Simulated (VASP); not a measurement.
**Al: relaxation of cell and atoms with r2SCAN**

Crystal: Al.

```
Al
1.0
     4.54673    0.00000    0.00000
    -2.27337    3.93758    0.00000
     0.00000    0.00000    2.75393
Al
2
Cartesian
  0.0000 2.6251 1.3770
  2.2734 1.3125 1.3770
```

```
Program                : VASP 6.6.1
Task                   : relaxation of cell and atoms
Functional             : r2SCAN
Potentials or basis    : VASP PAW PBE potentials, release 64 (Al)
Cutoff                 : 600 eV
k mesh                 : 7 × 7 × 10
Occupations            : fermi-dirac, width 0.05 eV
Spin                   : no spin polarisation
Dipole correction      : no
Further INCAR settings : ALGO = Normal; EDIFF = 1e-06; IBRION = 2; EDIFFG = -0.01; NSW = 60; ISIF = 3
```

The relaxed volume is 24.11 Å³/atom and the relaxed cell is a = 4.521 Å, b = 4.521 Å, c = 2.725 Å, α = 90.00°, β = 90.00°, γ = 120.00°. The space group after relaxing (to 0.05 Å) is P6/mmm (No. 191), the energy gained by relaxing is 2.1 meV/atom and the ionic steps are 5. The pressure after relaxing is 0.0 GPa and the band gap on the k mesh is zero (band 3 reaches 6.67 eV, above the bottom of band 4 at 2.96 eV).

Stress tensor (GPa, compression positive):
```
 0.02  0.00  0.00
 0.00  0.02  0.00
 0.00  0.00 -0.06
```

The path:
| step | energy change (eV) | largest force (eV/Å) | pressure (GPa) | volume (Å³) |
| --- | --- | --- | --- | --- |
| 1 | 0.0000 | 0.0003 | -1.04 | 49.30 |
| 2 | -0.0041 | 0.0000 | 0.05 | 48.17 |
| 3 | -0.0042 | 0.0000 | -0.04 | 48.26 |
| 4 | -0.0042 | 0.0001 | -0.06 | 48.28 |
| 5 | -0.0042 | 0.0000 | -0.01 | 48.23 |

Final structure:
```xyz
2
Lattice="4.5205 0.0000 0.0000 -2.2602 3.9149 0.0000 0.0000 0.0000 2.7250" Properties=species:S:1:pos:R:3 pbc="T T T"
Al    0.0000    2.6099    1.3625
Al    2.2603    1.3050    1.3625
```

Levels at points of the mesh, in eV from the Fermi level:
```tsv
k point	band 1	band 2	band 3	band 4	band 5	band 6	band 7
(0.00, 0.00, 0.00)	-9.40	-1.01	-1.01	-0.33	2.33	2.33	5.90
(0.00, 0.00, 0.50)	-4.57	-3.88	2.59	2.59	2.94	5.61	5.61
```

Run time: 7.6 min on 1 thread of AMD EPYC 7R13 Processor (Zen 3) (shared host), peak memory 0.17 GiB.

Caveat: the PAW data sets were made with another functional, which shifts forces and pressure a little.
